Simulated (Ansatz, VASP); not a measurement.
Two plane-wave programs on As

Contents of INCAR:

```
SYSTEM = As
PREC     = Accurate       ! precision mode
ENCUT    = 400            ! plane-wave cutoff, eV
EDIFF    = 1E-6           ! SCF threshold, eV
ISMEAR   = 0              ! smearing method
SIGMA    = 0.04           ! smearing width, eV
LREAL    = .FALSE.        ! projectors in reciprocal space
LASPH    = .TRUE.         ! aspherical terms in the spheres
NELM     = 120            ! most SCF steps
ALGO     = Normal         ! electronic algorithm
ISIF     = 2              ! what is computed and relaxed
LWAVE    = .FALSE.        ! write WAVECAR
LCHARG   = .FALSE.        ! write CHGCAR
LDIPOL   = .TRUE.       
IDIPOL   = 3            
DIPOL    = 0.5 0.5 0.678
GGA      = PE             ! functional
IVDW     = 12             ! dispersion correction
NBANDS   = 12             ! bands
GGA_COMPAT= .FALSE.      
NELMDL   = -8
```

Contents of KPOINTS:

```
regular mesh
0
G
  12 12 1
  0 0 0
```

The input POSCAR:

```
As
1.0
    3.5986149625      0.0000000000      0.0000000000
   -1.7993074813      3.1164919759      0.0000000000
    0.0000000000      0.0000000000     23.9178377607
As
2
Direct
    0.6666666667      0.3333333333      0.6491817870
    0.0000000000      1.0000000000      0.7073781097
```

Input for Ansatz:

```yaml
crystal:
  lattice:
    - [3.5986149625, 0.0, 0.0]
    - [-1.7993074813, 3.1164919759, 0.0]
    - [0.0, 0.0, 23.9178377607]
  atoms:
    - { symbol: As, position: [0.6666666667, 0.3333333333, 0.649181787] }
    - { symbol: As, position: [0.0, 1.0, 0.7073781097] }
basis:
  ecutwfc: 420
kpoints:
  mp_grid: { grid: [12, 12, 1] }
hamiltonian:
  xc: pbe
  dispersion: d3bj
  pseudopotentials: { kind: paw, azcp: { folder: soft_1 } }
scf:
  occupations: { method: gaussian, width: 0.04 }
  n_extra_bands: 6
  max_iter: 160
output:
  forces: true
  eigenvalues: true
  write_density: true
  write_potential: true
  elf: true
  volumetric_format: npy
efield:
  axis: 3
  dipole_correction: true
```

Alike in both runs: task single point; functional PBE; dispersion D3(BJ); k mesh 12 × 12 × 1; occupations gaussian, width 0.04 eV; no spin polarisation.

```csv
,VASP,Ansatz
version,VASP 6.6.1,Ansatz 0.2.0
potentials or method,"VASP PAW PBE potentials, release 64 (As), cutoff 400 eV","scalar-relativistic, plane waves, PAW"
valence electrons in the cell,10,30
```

Ansatz gave:

```
gap on the k mesh at the Fermi level (eV) : 1.62
least direct gap on the mesh (eV)         : 1.98
rms of the force components (eV/Å)        : 0.008
```

Estimate VASP's values.

gap on the k mesh at the Fermi level (eV): 1.62; least direct gap on the mesh (eV): 1.96; rms of the force components (eV/Å): 0.041.

Atom by atom the forces differ by 0.049 eV/Å (rms over components). VASP's potentials hold 10 valence electrons a cell and Ansatz's 30, so a difference there can come from the potentials and not from the codes.
